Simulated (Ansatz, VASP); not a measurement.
# CuI in VASP and in Ansatz

INCAR

```
PREC = Accurate
ENCUT = 520
EDIFF = 1E-6
ISMEAR = -1
SIGMA = 0.05
LREAL = F
LASPH = T
NELM = 80
ALGO = Normal
ISIF = 2
LWAVE = F
LCHARG = F
GGA = PE
NBANDS = 26
```

KPOINTS

```
regular mesh
0
Gamma
  7 7 4
```

File POSCAR:

```
CuI
1.0
    4.0349164921      0.0000000000      0.0000000000
    0.0000000000      4.0349164921      0.0000000000
    0.0000000000      0.0000000000      6.4629139691
I Cu
2 2
Direct
    0.0000000000      0.5000000000      0.7430343600
    0.5000000000      0.0000000000      0.2569656400
    0.0000000000      0.0000000000      0.0000000000
    0.5000000000      0.5000000000      0.0000000000
```

File input.yaml:

```yaml
crystal:
  lattice:
    - [4.0349164921, 0.0, 0.0]
    - [0.0, 4.0349164921, 0.0]
    - [0.0, 0.0, 6.4629139691]
  atoms:
    - { symbol: I, position: [0.0, 0.5, 0.74303436] }
    - { symbol: I, position: [0.5, 0.0, 0.25696564] }
    - { symbol: Cu, position: [0.0, 0.0, 0.0] }
    - { symbol: Cu, position: [0.5, 0.5, 0.0] }
kpoints:
  mp_grid: { grid: [7, 7, 4] }
scf:
  occupations: { method: fermi_dirac, width: 0.05 }
hamiltonian:
  xc: pbe
  pseudopotentials: { kind: all_electron, lapw: { basis_error: 0.001 } }
output:
  forces: true
  stress: true
  eigenvalues: true
```

Change from the starting cell: volume scaled by 0.96.

Alike in both runs: task single point; functional PBE; k mesh 7 × 7 × 4; occupations fermi-dirac, width 0.05 eV; no spin polarisation.

|  | VASP | Ansatz |
| --- | --- | --- |
| version | VASP 6.6.1 | Ansatz 0.2.0 |
| potentials or method | VASP PAW PBE potentials, release 64 (I, Cu), cutoff 520 eV | all-electron LAPW, scalar-relativistic |

```csv
,VASP,Ansatz,Ansatz less VASP
gap on the k mesh at the Fermi level (eV),1.70,1.68,-0.012
least direct gap on the mesh (eV),1.70,1.68,-0.012
pressure (GPa),3.6,3.4,-0.13
"traceless stress, the component that is largest in VASP (GPa)",0.27,0.29,+0.021
rms of the force components (eV/Å),0.220,0.217,-0.0032
```

Atom by atom the forces differ by 0.003 eV/Å (rms over components). Ansatz ran all-electron here, and VASP with PAW potentials.

Neither program's run includes spin-orbit coupling.
